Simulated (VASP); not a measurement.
# Se (R-3m) in VASP: single point with PBE

Aim: the single point of Se with PBE.

Program: VASP 6.6.1. These are calculated values, not measurements. Logs are shortened: lines on timing, memory, paths and dates and some standing lists are left out, and cuts for length are marked.

### Step 1. The cell of the first run

It takes space group R-3m (No. 166, trigonal). The conventional cell has a = 2.991 Å, b = 2.991 Å, c = 5.531 Å, α = 90.00°, β = 90.00°, γ = 120.00°. Se (site symmetry -3m) has 12 Se at 2.53 to 2.99 Å within 3.3 Å.

### Step 2. Single point, PBE

Input file INCAR:

```
SYSTEM = Se
  ALGO = Normal
  EDIFF = 1E-7
  ENCUT = 520
  GGA = PE
  ISIF = 2
  ISMEAR = -1
  LASPH = .TRUE.
  LCHARG = .TRUE.
  LELF = .TRUE.
  LREAL = .FALSE.
  LVHAR = .TRUE.
  LWAVE = .FALSE.
  NBANDS = 13
  NELM = 100
  PREC = Accurate
  SIGMA = 0.05
```

Input file KPOINTS:

```
k-points
0
G
  14 14 14
  0 0 0
```

Input file POSCAR:

```
Se
1.0
    1.4952520862     -0.8632841945      3.6870645453
    0.0000000000      1.7265683890      3.6870645453
   -1.4952520862     -0.8632841945      3.6870645453
Se
2
Direct
    0.2499999294      0.2499999294      0.2499999294
   -0.2499999294     -0.2499999294     -0.2499999294
```

Potentials or basis: VASP PAW PBE potentials, release 64 (Se).

Command:

```sh
cat potpaw_PBE.64/Se/POTCAR > POTCAR
mpirun -np 1 vasp_std > vasp.out
```

OUTCAR:

```text
SYSTEM = Se
   EDIFF = 1E-7
   ENCUT = 520
   GGA = PE
   ISIF = 2
   ISMEAR = -1
   LASPH = .TRUE.
   LREAL = .FALSE.
   NELM = 100
   PREC = Accurate

 ion  position               nearest neighbor table
   1  0.250  0.250  0.250-   2 2.53   2 2.53   2 2.53   2 2.53   2 2.53   2 2.53
   2  0.750  0.750  0.750-   1 2.53   1 2.53   1 2.53   1 2.53   1 2.53   1 2.53

  LATTYP: Found a trigonal (rhomboedric) cell.
 ALAT       =     4.0712999599
 COS(alpha) =     0.7302306361

  Lattice vectors:

 A1 = (   1.4952520862,  -0.8632841945,   3.6870645453)
 A2 = (   0.0000000000,   1.7265683890,   3.6870645453)
 A3 = (  -1.4952520862,  -0.8632841945,   3.6870645453)

Analysis of symmetry for initial positions (statically):
=====================================================================
 Subroutine PRICEL returns following result:

  LATTYP: Found a trigonal (rhomboedric) cell.
 ALAT       =     2.5257956931
 COS(alpha) =     0.2990897792

  Lattice vectors:

 A1 = (  -1.4952520862,  -0.8632841945,  -1.8435307108)
 A2 = (   0.0000000000,   1.7265683890,  -1.8435307108)
 A3 = (   1.4952520862,  -0.8632841945,  -1.8435338345)

   2 primitive cells build up your supercell.

 Routine SETGRP: Setting up the symmetry group for a
 trigonal (rhombohedral) supercell.

 Subroutine GETGRP returns: Found 12 space group operations
 (whereof 12 operations were pure point group operations)
 out of a pool of 12 trial point group operations.

The static configuration has the point symmetry D_3d.

Analysis of symmetry for dynamics (positions and initial velocities):
=====================================================================
 Subroutine PRICEL returns following result:

  LATTYP: Found a trigonal (rhomboedric) cell.
 ALAT       =     2.5257956931
 COS(alpha) =     0.2990897792

  Lattice vectors:

 A1 = (  -1.4952520862,  -0.8632841945,  -1.8435307108)
 A2 = (   0.0000000000,   1.7265683890,  -1.8435307108)
 A3 = (   1.4952520862,  -0.8632841945,  -1.8435338345)

   2 primitive cells build up your supercell.

 Routine SETGRP: Setting up the symmetry group for a
 trigonal (rhombohedral) supercell.

 Subroutine GETGRP returns: Found 12 space group operations
 (whereof 12 operations were pure point group operations)
 out of a pool of 12 trial point group operations.

The dynamic configuration has the point symmetry D_3d.

 Subroutine INISYM returns: Found 12 space group operations
 (whereof 12 operations are pure point group operations),
 and found     2 'primitive' translations

----------------------------------------------------------------------------------------

                                     Primitive cell

  volume of cell :      14.2781

  direct lattice vectors                    reciprocal lattice vectors
    -1.495252086 -0.863284194 -1.843530711    -0.334391964 -0.193061073 -0.180812364
     0.000000000  1.726568389 -1.843530711    -0.000000189  0.386122472 -0.180812364
     1.495252086 -0.863284194 -1.843533834     0.334391587 -0.193061073 -0.180812364

  length of vectors
     2.525795693  2.525795693  2.525797973     0.426360967  0.426360967  0.426360671

  position of ions in fractional coordinates (direct lattice)
     0.500000000  0.500000000  0.500000000

  ion indices of the primitive-cell ions
   primitive index   ion index
                 1           1

----------------------------------------------------------------------------------------

 KPOINTS: k-points

Automatic generation of k-mesh.
 Grid dimensions read from file:
 generate k-points for:   14   14   14

 Generating k-lattice:

  Cartesian coordinates                     Fractional coordinates (reciprocal lattice)
     0.023885127 -0.013790084  0.006457583     0.071428571  0.000000000 -0.000000000
     0.000000000  0.027580169  0.006457583     0.000000000  0.071428571  0.000000000
    -0.023885127 -0.013790084  0.006457583    -0.000000000  0.000000000  0.071428571

  Length of vectors
     0.028326067  0.028326067  0.028326067

  Shift w.r.t. Gamma in fractional coordinates (k-lattice)
     0.000000000  0.000000000  0.000000000

 Subroutine IBZKPT returns following result:
 ===========================================

 Found    288 irreducible k-points:

 Following reciprocal coordinates:
            Coordinates               Weight
  0.000000  0.000000  0.000000      1.000000
  0.071429 -0.000000 -0.000000      6.000000
  0.142857 -0.000000  0.000000      6.000000
  0.214286  0.000000 -0.000000      6.000000
  0.285714 -0.000000 -0.000000      6.000000
  0.357143 -0.000000 -0.000000      6.000000
[... 16 lines left out ...]
  0.214286  0.142857 -0.000000     12.000000
  0.285714  0.142857 -0.000000     12.000000
 [... further k-points ...]
   k-points           NKPTS =    288   k-points in BZ     NKDIM =    288   number of bands    NBANDS=     13
   number of dos      NEDOS =    301   number of ions     NIONS =      2
   total plane-waves  NPLWV =  27000
   dimension x,y,z NGX =    30 NGY =   30 NGZ =   30
   dimension x,y,z NGXF=    60 NGYF=   60 NGZF=   60
   ions per type =               2
   NGX,Y,Z   is equivalent  to a cutoff of  12.25, 12.25, 12.25 a.u.
   NGXF,Y,Z  is equivalent  to a cutoff of  24.50, 24.50, 24.50 a.u.
 SYSTEM =  Se
   PREC   = accura    normal or accurate (medium, high low for compatibility)
   ISTART =      0    job   : 0-new  1-cont  2-samecut
   ICHARG =      2    charge: 1-file 2-atom 10-const
   ISPIN  =      1    spin polarized calculation?
   LNONCOLLINEAR =      F non collinear calculations
   LSORBIT =      F    spin-orbit coupling
   LASPH  =      T    aspherical Exc in radial PAW
   ENCUT  =  520.0 eV  38.22 Ry    6.18 a.u.   7.57  7.57  7.57*2*pi/ulx,y,z
   NELM   =    100;   NELMIN=  2; NELMDL= -5     # of ELM steps
   EDIFF  = 0.1E-06   stopping-criterion for ELM
   LREAL  =      F    real-space projection
   EDIFFG = 0.1E-05   stopping-criterion for IOM
   NSW    =      0    number of steps for IOM
   IBRION =     -1    ionic relax: 0-MD 1-quasi-New 2-CG
   NFREE  =      0    steps in history (QN), initial steepest desc. (CG)
   ISIF   =      2    stress and relaxation
   ISYM   =      2    0-nonsym 1-usesym 2-fastsym
   POTIM  = 0.5000    time-step for ionic-motion
   TEBEG  =    0.0;   TEEND  =   0.0 temperature during run
   PSTRESS=    0.0 pullay stress
   NELECT =      12.0000    total number of electrons
   NUPDOWN=      -1.0000    fix difference up-down
   EMIN   =  10.00;   EMAX   =-10.00  energy-range for DOS
   EFERMI =   0.00;   METHOD = LEGACY
   ISMEAR =    -1;   SIGMA  =   0.05  broadening in eV -4-tet -1-fermi 0-gaus
   EFERMI_NEDOS =   21; number of points for ismear=-14 and -15
   IALGO  =     38    algorithm
   IMIX   =      4    mixing-type and parameters
     AMIX     =   0.40;   BMIX     =  1.00
     AMIX_MAG =   1.60;   BMIX_MAG =  1.00
  volume/ion in A,a.u.               =      14.28        96.35
  Fermi-wavevector in a.u.,A,eV,Ry     =   1.226220  2.317220 20.457942  1.503616
  Thomas-Fermi vector in A             =   2.361229
   LORBIT       =      0    0 simple, 1 ext, 2 COOP (PROOUT), +10 PAW based schemes
   GGA     = PE    functional components
   LHFCALC =     F    Hartree Fock is set to
   AEXX    =    0.0000 exact exchange contribution
   IVDW    =     0    specifies the selected vdW correction
   LEPSILON=     F    determine dielectric tensor
   LRPA    =     F    only Hartree local field effects (RPA)
 non-spin polarized calculation
  energy-cutoff  :      520.00
  volume of cell :       28.56
 maximum number of plane-waves:       799
   NGX = 15   NGY = 15   NGZ = 15

 number of electron      12.0000001 magnetization

 Free energy of the ion-electron system (eV)
  ---------------------------------------------------
  ext. energy  EPLUGINS =         0.00000000
  ---------------------------------------------------
  free energy    TOTEN  =        -4.15048348 eV

  energy without entropy =       -4.14409774  energy(sigma->0) =       -4.14729061

 E-fermi :  10.7403     XC(G=0): -12.2179

 val. band max:       10.7348066825   @ k =  -0.0714   0.5000   0.0714
 cond. band min:      10.7606338182   @ k =  -0.3571   0.0714   0.0714
 fundamental gap:      0.0258271357
 Fermi energy:        10.7402792136

 k-point     1 :       0.0000    0.0000    0.0000
  band No.  band energies     occupation
      1      -9.6859      2.00000
      2       0.1366      2.00000
      3       1.5827      2.00000
      4       9.7782      2.00000
      5       9.7782      2.00000
      6      13.9938      0.00000
      7      13.9938      0.00000
      8      16.1207      0.00000
      9      16.5296      0.00000
     10      18.7280      0.00000
     11      18.7280      0.00000
     12      20.1340      0.00000
     13      20.1340      0.00000

 k-point     2 :       0.0714   -0.0000   -0.0000
  band No.  band energies     occupation
      1      -9.5745      2.00000
      2       0.0339      2.00000
      3       1.8309      2.00000
      4       9.0330      2.00000
      5       9.6657      2.00000
      6      13.4163      0.00000
      7      13.5832      0.00000
      8      15.7267      0.00000
      9      16.7079      0.00000
     10      18.1931      0.00000
     11      19.0654      0.00000
     12      20.7179      0.00000
     13      21.1929      0.00000

 k-point     3 :       0.1429   -0.0000    0.0000
  band No.  band energies     occupation
      1      -9.2414      2.00000
      2      -0.1711      2.00000
      3       2.4325      2.00000
      4       7.4726      2.00000
      5       9.3872      2.00000
      6      11.9883      0.00000
      7      12.6678      0.00000
      8      14.4394      0.00000
      9      16.6028      0.00000
     10      18.9284      0.00000
     11      20.0177      0.00000
     12      22.1394      0.00000
     13      22.9725      0.00000
[... 305 lines left out ...]
 k-point    23 :       0.2143    0.1429   -0.0000
  band No.  band energies     occupation
      1      -8.8043      2.00000
      2      -1.0646      2.00000
      3       3.5533      2.00000
      4       7.3283      2.00000
      5       8.5847      2.00000
      6       8.9658      2.00000
      7      13.1887      0.00000
      8      15.4743      0.00000
      9      16.0711      0.00000
     10      19.4586      0.00000
     11      21.4185      0.00000
     12      22.4130      0.00000
     13      24.0577      0.00000

 k-point    24 :       0.2857    0.1429   -0.0000
  band No.  band energies     occupation
      1      -8.2221      2.00000
      2      -1.2363      2.00000
      3       3.6636      2.00000
      4       6.3497      2.00000
      5       7.7722      2.00000
      6       8.5392      2.00000
      7      11.6436      0.00000
      8      14.8135      0.00000
      9      16.9757      0.00000
     10      19.2951      0.00000
     11      22.5158      0.00000
     12      23.2690      0.00000
     13      24.5655      0.00000

 [... further k-points ...]

------------------------ aborting loop because EDIFF is reached ----------------------------------------

  FORCE on cell =-STRESS in cart. coord.  units (eV):
  Direction    XX          YY          ZZ          XY          YZ          ZX
  --------------------------------------------------------------------------------------
  -------------------------------------------------------------------------------------
  Total       11.8431985     11.8431985     11.9053861      0.0000000      0.0000000      0.0000000
  in kB      664.4761421    664.4761422    667.9652480      0.0000000      0.0000000      0.0000000
  external PRESSURE =     665.6391774 kB  Pullay stress =       0.0000000 kB

 VOLUME and BASIS-vectors are now :
 -----------------------------------------------------------------------------
  energy-cutoff  :      520.00
  volume of cell :       28.56
      direct lattice vectors                 reciprocal lattice vectors
     1.495252086 -0.863284195  3.687064545     0.334391776 -0.193061182  0.090406156
     0.000000000  1.726568389  3.687064545     0.000000000  0.386122363  0.090406156
    -1.495252086 -0.863284195  3.687064545    -0.334391776 -0.193061182  0.090406156

 POSITION                                       TOTAL-FORCE (eV/Angst)
 -----------------------------------------------------------------------------------
      0.00000      0.00000      2.76530         0.000000      0.000000      0.000000
      0.00000      0.00000      8.29590         0.000000      0.000000     -0.000000
 -----------------------------------------------------------------------------------
    total drift:                               -0.000000     -0.000000      0.000000

  FREE ENERGIE OF THE ION-ELECTRON SYSTEM (eV)
  ---------------------------------------------------
  free  energy   TOTEN  =        -4.1504834776 eV

  energy  without entropy=       -4.1440977449  energy(sigma->0) =       -4.14729061
```

It took 96 s on 1 thread of Oxide Virtual Turin-like, shared host; peak memory 0.2 GiB.

Results:

* Free energy: -4.1505 eV
* Pressure: 66.6 GPa
* Band gap on the k mesh: zero (bands 6 and 7 overlap by 7.06 eV)

Stress tensor (GPa, compression positive):
```
66.45  0.00  0.00
 0.00 66.45  0.00
 0.00  0.00 66.80
```

Caveat: the cell stands under pressure.

The gap in the log of VASP goes by the Fermi energy; the results here count the filled bands.